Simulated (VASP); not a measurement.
Write the native input for VASP 6.6.1 that does the following.

- Task: single point
- Functional: PBE
- Potentials or basis: VASP PAW PBE potentials, release 64 (Cu)
- Cutoff: 520 eV
- k mesh: 20 × 20 × 20
- Occupations: gaussian, width 0.15 eV
- Spin: no spin polarisation
- Dipole correction: no
- Further INCAR settings: ALGO = Fast; EDIFF = 1e-06; NBANDS = 18

The structure of Cu lies in POSCAR:

```
Cu
1.0
    1.2799986551     -3.8444619062      0.0000000000
    1.2799986551      3.8444619062      0.0000000000
    0.0000000000      0.0000000000      2.3979323794
Cu
2
Direct
    0.1340351705      0.8659648295      0.2500000000
    0.8659648295      0.1340351705      0.7500000000
```

These files were run (other wordings do the same):

INCAR

```
SYSTEM = Cu
PREC     = Accurate       ! precision mode
ENCUT    = 520            ! plane-wave cutoff, eV
EDIFF    = 1E-6           ! SCF threshold, eV
ISMEAR   = 0              ! smearing method
SIGMA    = 0.15           ! smearing width, eV
LREAL    = .False.        ! projectors in reciprocal space
LASPH    = .True.         ! aspherical terms in the spheres
NELM     = 100            ! most SCF steps
ALGO     = Fast           ! electronic algorithm
ISIF     = 2              ! what is computed and relaxed
LWAVE    = .False.        ! write WAVECAR
LCHARG   = .False.        ! write CHGCAR
GGA      = PE             ! functional
NBANDS   = 18             ! bands
```

KPOINTS

```
Automatic mesh
0
Gamma
  20 20 20
  0 0 0
```

Potentials or basis: VASP PAW PBE potentials, release 64 (Cu).

The run is started by

```bash
$ cat potpaw_PBE.64/Cu/POTCAR > POTCAR
$ mpirun -np 1 vasp_std > vasp.out
```

Results of the run:

- Pressure: 12.3 GPa
- Largest force: 0.230 eV/Å
- Band gap on the k mesh: zero (bands 11 and 12 overlap by 5.44 eV)

Caveat: the stress differs along the axes, from -2 to 21 GPa.

It took 18 min on 1 thread of Intel Xeon 8259CL (shared host), peak memory 0.51 GiB.
